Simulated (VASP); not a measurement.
# Rb: single point with PBE

The system is Rb.

```
Rb
1.0
    -2.83590    2.83590    2.83590
     2.83590   -2.83590    2.83590
     2.83590    2.83590   -2.83590
Rb
1
Cartesian
  0.0000 0.0000 0.0000
```

```json
{
 "Program": "VASP 6.6.1",
 "Task": "single point",
 "Functional": "PBE",
 "Potentials or basis": "VASP PAW PBE potentials, release 64 (Rb_sv)",
 "Cutoff": "520 eV",
 "k mesh": "8 × 8 × 8",
 "Occupations": "fermi-dirac, width 0.6 eV",
 "Spin": "no spin polarisation",
 "Dipole correction": "no",
 "Further INCAR settings": "ALGO = Normal; EDIFF = 1e-06; NBANDS = 10"
}
```

The pressure is 0.3 GPa.

Levels at points of the mesh, in eV from the Fermi level:
```tsv
k point	band 1	band 2	band 3	band 4	band 5	band 6	band 7	band 8	band 9
(0.00, 0.00, 0.00)	-28.59	-12.64	-12.64	-12.64	-1.68	3.98	3.98	3.98	4.90
(0.50, 0.00, 0.00)	-28.59	-12.73	-12.67	-12.64	0.53	1.07	2.88	4.54	5.44
(0.50, 0.50, 0.50)	-28.59	-12.71	-12.71	-12.71	1.55	1.55	3.54	3.54	3.54
```

Wall time 40 s on 1 thread of AMD EPYC 7R13, on a shared host, peak memory 0.2 GiB.
